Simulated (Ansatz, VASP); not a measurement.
## Two plane-wave programs on BaTiO3

POSCAR

```
BaTiO3
1.0
    4.0072991724      0.0000000000      0.0000000000
    0.0000000000      4.0072991724      0.0000000000
    0.0000000000      0.0000000000      4.0072991724
Ba Ti O
1 1 3
Direct
    0.0000000000      0.0000000000      0.0000000000
    0.5000000000      0.5000000000      0.5000000000
    0.0000000000      0.5000000000      0.5000000000
    0.5000000000      0.5000000000      0.0000000000
    0.5000000000      0.0000000000      0.5000000000
```

INCAR.step1

```
SYSTEM = BaTiO3
PREC = Accurate ; ENCUT = 520
ISMEAR = 0 ; SIGMA = 0.05
LREAL = .FALSE. ; LASPH = .TRUE.
NELM = 60 ; NBANDS = 28
GGA = PE ; ALGO = Normal
EDIFF = 1E-4 ; LWAVE = .TRUE.
LCHARG = .FALSE.
```

The input INCAR.step2:

```
SYSTEM = BaTiO3
PREC = Accurate ; ENCUT = 520
EDIFF = 1E-6 ; ISMEAR = 0
SIGMA = 0.05 ; LREAL = .FALSE.
LASPH = .TRUE. ; NELM = 60
ALGO = Normal ; ISIF = 2
LWAVE = .FALSE. ; LCHARG = .FALSE.
METAGGA = R2SCAN ; LMIXTAU = .TRUE.
NBANDS = 28 ; ISTART = 1
```

KPOINTS

```
Automatic mesh
0
G
  8 8 8
  0 0 0
```

Input for Ansatz:

```yaml
crystal:
  lattice:
    - [4.0072991724, 0.0, 0.0]
    - [0.0, 4.0072991724, 0.0]
    - [0.0, 0.0, 4.0072991724]
  atoms:
    - { symbol: Ba, position: [0.0, 0.0, 0.0] }
    - { symbol: Ti, position: [0.5, 0.5, 0.5] }
    - { symbol: O, position: [0.0, 0.5, 0.5] }
    - { symbol: O, position: [0.5, 0.5, 0.0] }
    - { symbol: O, position: [0.5, 0.0, 0.5] }
basis:
  ecutwfc: 500
  ecutrho_ratio: 4
kpoints:
  mp_grid: { grid: [8, 8, 8] }
hamiltonian:
  xc: r2scan
scf:
  occupations: { method: gaussian, width: 0.05 }
output:
  forces: true
  stress: true
  eigenvalues: true
  eigenstates:
    nscf_kmesh: { grid: [12, 12, 12] }
    de_dk: true
    e_range: [-2.5, 4.648118072203]
  write_density: true
  write_potential: true
  elf: true
  volumetric_format: npy
```

Alike in both runs: task single point; functional r2SCAN; k mesh 8 × 8 × 8; occupations gaussian, width 0.05 eV; no spin polarisation.

|  | VASP | Ansatz |
| --- | --- | --- |
| version | VASP 6.6.1 | Ansatz 0.2.0 |
| potentials or method | VASP PAW PBE potentials, release 64 (Ba_sv, Ti_sv, O), cutoff 520 eV | scalar-relativistic, plane waves, PAW |
| valence electrons in the cell | 40 | 40 |

```tsv
	VASP	Ansatz	Ansatz less VASP
gap on the k mesh at the Fermi level (eV)	2.13	2.15	+0.022
least direct gap on the mesh (eV)	2.29	2.27	-0.020
pressure (GPa)	0.1	-1.8	-1.91
```

VASP's potentials were made for PBE, not for r2SCAN.

Spin-orbit coupling is off throughout.
